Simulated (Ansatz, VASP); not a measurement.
# SnSe in VASP and in Ansatz

INCAR

```
SYSTEM = SnSe
PREC = Accurate ; ENCUT = 520
EDIFF = 1E-6 ; ISMEAR = 0
SIGMA = 0.05 ; LREAL = .False.
LASPH = .True. ; NELM = 80
ALGO = Normal ; ISIF = 2
LWAVE = .False. ; LCHARG = .False.
GGA = PS ; NBANDS = 17
```

The input KPOINTS:

```
Automatic mesh
0
Gamma
  10 10 10
  0 0 0
```

The input POSCAR:

```
SnSe
1.0
    0.0000000000      2.8797945641      3.1677740205
    2.8797945641      0.0000000000      3.1677740205
    2.8797945641      2.8797945641      0.0000000000
Sn Se
1 1
Direct
    0.0000000000      0.0000000000      0.0000000000
    0.5000000000      0.5000000000      0.5000000000
```

Input for Ansatz:

```yaml
crystal:
  lattice:
    - [0.0, 2.8797945641, 3.1677740205]
    - [2.8797945641, 0.0, 3.1677740205]
    - [2.8797945641, 2.8797945641, 0.0]
  atoms:
    - { symbol: Sn, position: [0.0, 0.0, 0.0] }
    - { symbol: Se, position: [0.5, 0.5, 0.5] }
basis:
  ecutwfc: 420
kpoints:
  mp_grid: { grid: [10, 10, 10] }
hamiltonian:
  xc: pbesol
scf:
  occupations: { method: gaussian, width: 0.05 }
output:
  forces: true
  stress: true
  eigenvalues: true
```

Alike in both runs: task single point; functional PBEsol; k mesh 10 × 10 × 10; occupations gaussian, width 0.05 eV; no spin polarisation.

```csv
,VASP,Ansatz
version,VASP 6.6.1,Ansatz 0.2.0
potentials or method,"VASP PAW PBE potentials, release 64 (Sn_d, Se), cutoff 520 eV","scalar-relativistic, plane waves, PAW"
valence electrons in the cell,20,30
```

|  | VASP | Ansatz | Ansatz less VASP |
| --- | --- | --- | --- |
| gap on the k mesh at the Fermi level (eV) | 0.04 | 0.04 | +0.001 |
| least direct gap on the mesh (eV) | 0.15 | 0.15 | 0.000 |
| pressure (GPa) | 1.4 | 1.4 | -0.02 |
| traceless stress, the component that is largest in VASP (GPa) | -7.21 | -7.17 | +0.038 |

VASP's potentials were made for PBE, not for PBEsol. VASP's potentials hold 20 valence electrons a cell and Ansatz's 30, so a difference there can come from the potentials and not from the codes.
